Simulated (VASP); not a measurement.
A run of VASP 6.6.1:

The input INCAR:

```
PREC = Accurate ; ENCUT = 520
EDIFF = 1E-6 ; ISMEAR = -1
SIGMA = 0.05 ; LREAL = False
LASPH = True ; NELM = 150
ALGO = Normal ; ISIF = 2
LWAVE = False ; LCHARG = True
ISPIN = 2 ; MAGMOM = 7.02
LORBIT = 11 ; LMAXMIX = 6
GGA = PE ; LELF = True
LVHAR = True ; NBANDS = 18
```

Contents of KPOINTS:

```
Automatic mesh
0
Gamma
  4 4 4
```

File POSCAR:

```
Eu
1.0
   -2.1939508085      2.1939508085      2.1939508085
    2.1939508085     -2.1939508085      2.1939508085
    2.1939508085      2.1939508085     -2.1939508085
Eu
1
Direct
    0.0000000000      0.0000000000      0.0000000000
```

Potentials or basis: VASP PAW PBE potentials, release 64 (Eu).

Run with:

```sh
$ cat potpaw_PBE.64/Eu/POTCAR > POTCAR
$ mpirun -np 1 vasp_std > vasp.out
```

Hardware: 1 thread of Intel(R) Xeon(R) 6975P-C (Granite Rapids), on a shared host.

**Question.** Estimate the wall time of this run.

**Answer.** It took 12 s on 1 thread of Intel(R) Xeon(R) 6975P-C (Granite Rapids), with other jobs on the host, peak memory 0.17 GiB. Counts: scf iterations 16, k points 8.
